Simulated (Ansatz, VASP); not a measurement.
# One calculation of Ba2C, two programs

File POSCAR:

```
Ba2C
1.0
    0.0000000000      3.5066490138      3.5066490138
    3.5066490138      0.0000000000      3.5066490138
    3.5066490138      3.5066490138      0.0000000000
C Ba
1 2
Direct
    0.0000000000      0.0000000000      0.0000000000
    0.2500000000      0.2500000000      0.2500000000
    0.7500000000      0.7500000000      0.7500000000
```

File INCAR.step1:

```
ALGO = Normal
EDIFF = 1E-4
ENCUT = 520
GGA = PE
ISMEAR = -1
LASPH = True
LCHARG = False
LREAL = False
LWAVE = True
NBANDS = 19
NELM = 100
PREC = Accurate
SIGMA = 0.02
```

File INCAR.step2:

```
ALGO = Normal
EDIFF = 1E-7
ENCUT = 520
ISIF = 2
ISMEAR = -1
ISTART = 1
LASPH = True
LCHARG = False
LMIXTAU = True
LREAL = False
LWAVE = False
METAGGA = R2SCAN
NBANDS = 19
NELM = 100
PREC = Accurate
SIGMA = 0.02
```

The input KPOINTS:

```
k-points
0
Gamma
  6 6 6
```

Input for Ansatz:

```yaml
crystal:
  lattice:
    - [0.0, 3.5066490138, 3.5066490138]
    - [3.5066490138, 0.0, 3.5066490138]
    - [3.5066490138, 3.5066490138, 0.0]
  atoms:
    - { symbol: C, position: [0.0, 0.0, 0.0] }
    - { symbol: Ba, position: [0.25, 0.25, 0.25] }
    - { symbol: Ba, position: [0.75, 0.75, 0.75] }
kpoints:
  mp_grid: { grid: [6, 6, 6] }
hamiltonian:
  xc: r2scan
scf:
  occupations: { method: fermi_dirac, width: 0.02 }
  n_extra_bands: 4
output:
  forces: true
  stress: true
  eigenvalues: true
```

Alike in both runs: task single point; functional r2SCAN; k mesh 6 × 6 × 6; occupations fermi-dirac, width 0.02 eV; no spin polarisation.

|  | VASP | Ansatz |
| --- | --- | --- |
| version | VASP 6.6.1 | Ansatz 0.2.0 |
| potentials or method | VASP PAW PBE potentials, release 64 (C, Ba_sv) | plane waves, PAW |
| plane-wave cutoff (eV) | 520 | 500 |
| valence electrons in the cell | 24 | 24 |

Ansatz gave:

```
pressure (GPa) : 0.0
```

Question: Which values does VASP return?

Answer: Pressure (GPa): 1.3.

VASP's potentials were made for PBE, not for r2SCAN.

Spin-orbit coupling is off throughout.
